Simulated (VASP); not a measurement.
Wanted: the native input for a VASP 6.6.1 run.

* Task: single point
* Functional: PBEsol
* Potentials or basis: VASP PAW PBE potentials, release 64 (Al, N)
* Cutoff: 520 eV
* k mesh: 10 × 10 × 10
* Occupations: gaussian, width 0.05 eV
* Spin: no spin polarisation
* Dipole correction: no
* Further INCAR settings: ALGO = Normal; EDIFF = 1e-07; NBANDS = 11

The structure of AlN lies in POSCAR:

```
AlN
1.0
    0.0000000000      2.1376609775      2.2141545284
    2.2141545284      0.0000000000      2.2141545284
    2.2141545284      2.1376609775      0.0000000000
Al N
1 1
Direct
   -0.0090133114      0.0090133114      0.0090133114
    0.7673622480      0.7326377520      0.7326377520
```

This cell differs from its parent crystal: mode 4 frozen in at -0.076 Å, strain +e along z and -e/2 along x and y -0.0233.

These files were run (other wordings do the same):

INCAR

```
PREC     = Accurate       # precision mode
ENCUT    = 520            # plane-wave cutoff, eV
EDIFF    = 1E-7           # SCF threshold, eV
ISMEAR   = 0              # smearing method
SIGMA    = 0.05           # smearing width, eV
LREAL    = False          # projectors in reciprocal space
LASPH    = True           # aspherical terms in the spheres
NELM     = 80             # most SCF steps
ALGO     = Normal         # electronic algorithm
ISIF     = 2              # what is computed and relaxed
LWAVE    = False          # write WAVECAR
LCHARG   = False          # write CHGCAR
GGA      = PS             # functional
NBANDS   = 11             # bands
```

KPOINTS

```
regular mesh
0
Gamma
  10 10 10
```

Potentials or basis: VASP PAW PBE potentials, release 64 (Al, N).

Launch:

```console
$ cat potpaw_PBE.64/Al/POTCAR potpaw_PBE.64/N/POTCAR > POTCAR
$ mpirun -np 1 vasp_std > vasp.out
```

Results of the run:

| Item | Value |
| --- | --- |
| Pressure | 1.7 GPa |
| Largest force | 1.686 eV/Å |
| Band gap on the k mesh | 2.76 eV, indirect (least direct gap 3.73 eV) |

Caveat: the cell differs from its parent crystal (mode 4 frozen in at -0.076 Å, strain +e along z and -e/2 along x and y -0.0233); the PAW data sets were made with another functional, which shifts forces and pressure a little.

Run time: 41 s on 1 thread of Intel(R) Xeon(R) Platinum 8259CL CPU @ 2.50GHz (Skylake/Cascade Lake), on a shared host, peak memory 0.18 GiB.
